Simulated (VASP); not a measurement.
Set up this calculation in VASP 6.6.1, as the native input.

| Property | Result |
| --- | --- |
| Task | single point |
| Functional | LDA |
| Potentials or basis | VASP PAW LDA potentials, release 64 (Al, Cu) |
| Cutoff | 520 eV |
| k mesh | 10 × 10 × 14 |
| Occupations | gaussian, width 0.15 eV |
| Spin | no spin polarisation |
| Dipole correction | no |
| Further INCAR settings | ALGO = Fast; EDIFF = 1e-06; NBANDS = 16 |

The structure of Al2Cu lies in POSCAR:

```
Al2Cu
1.0
    4.1366000000      0.0000000000      0.0000000000
    0.0000000000      4.1366000000      0.0000000000
    0.0000000000      0.0000000000      2.8213781230
Al Cu
2 1
Direct
    0.5000000000      0.0000000000      0.5000000000
    0.0000000000      0.5000000000      0.5000000000
    0.0000000000      0.0000000000      0.0000000000
```

One way to write it, as run:

INCAR

```
SYSTEM = Al2Cu
PREC     = Accurate       ! precision mode
ENCUT    = 520            ! plane-wave cutoff, eV
EDIFF    = 1E-6           ! SCF threshold, eV
ISMEAR   = 0              ! smearing method
SIGMA    = 0.15           ! smearing width, eV
LREAL    = .False.        ! projectors in reciprocal space
LASPH    = .True.         ! aspherical terms in the spheres
NELM     = 80             ! most SCF steps
ALGO     = Fast           ! electronic algorithm
ISIF     = 2              ! what is computed and relaxed
LWAVE    = .False.        ! write WAVECAR
LCHARG   = .True.         ! write CHGCAR
LELF     = .True.         ! ELF
LVHAR    = .True.       
NBANDS   = 16             ! bands
```

KPOINTS

```
regular mesh
0
Gamma
  10 10 14
  0 0 0
```

Potentials or basis: VASP PAW LDA potentials, release 64 (Al, Cu).

The run is started by

```sh
$ cat potpaw_LDA.64/Al/POTCAR potpaw_LDA.64/Cu/POTCAR > POTCAR
$ mpirun -np 1 vasp_std > vasp.out
```

It gave:

| Item | Value |
| --- | --- |
| Pressure | -4.1 GPa |

It took 96 s on 1 thread of Intel(R) Xeon(R) Platinum 8259CL CPU @ 2.50GHz (Skylake/Cascade Lake) (shared host), peak memory 0.24 GiB.
